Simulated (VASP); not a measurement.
**BN: single point with r2SCAN**

BN:

```xyz
2
Lattice="-0.0321 1.7727 1.7727 1.7727 -0.0321 1.7727 1.7727 1.7727 -0.0321" Properties=species:S:1:pos:R:3 pbc="T T T"
B    -0.0011   -0.0011   -0.0011
N     0.8794    0.8794    0.8794
```

This cell differs from its parent crystal: strain along [111] -2.7%.

- Program: VASP 6.6.1
- Task: single point
- Functional: r2SCAN
- Potentials or basis: VASP PAW PBE potentials, release 64 (B, N)
- Cutoff: 520 eV
- k mesh: 12 × 12 × 12
- Occupations: gaussian, width 0.01 eV
- Spin: no spin polarisation
- Dipole correction: no
- Further INCAR settings: ALGO = Normal; EDIFF = 1e-07; NBANDS = 11

```json
{
  "Pressure": "12.7 GPa",
  "Largest force": "0.007 eV/Å",
  "Band gap on the k mesh": "4.89 eV, indirect (least direct gap 9.34 eV)"
}
```

Forces in eV/Å, atoms in the order of the input:
```
B   -0.004 -0.004 -0.004
N    0.004  0.004  0.004
```

Stress tensor (GPa, compression positive):
```
12.71  9.09  9.09
 9.09 12.71  9.09
 9.09  9.09 12.71
```

Levels at points of the mesh, in eV from the valence-band top:
```
           k point  band 2  band 3  band 4  band 5  band 6  band 7
(0.00, 0.00, 0.00)   -0.16   -0.16    0.00    9.34    9.34    9.80
(0.50, 0.00, 0.00)  -11.51   -2.10   -2.10   11.14   11.40   11.99
(0.50, 0.50, 0.00)   -9.64   -5.55   -5.17    4.89    9.93   19.57
(0.50, 0.50, 0.50)  -11.40   -2.41   -2.41   10.59   11.31   11.31
```

Run time: 2.9 min on 1 thread of Intel Xeon 8259CL, on a shared host, peak memory 0.14 GiB.

Caveat: the cell differs from its parent crystal (strain along [111] -2.7%); the PAW data sets were made with another functional, which shifts forces and pressure a little. A k mesh can miss the band edges.
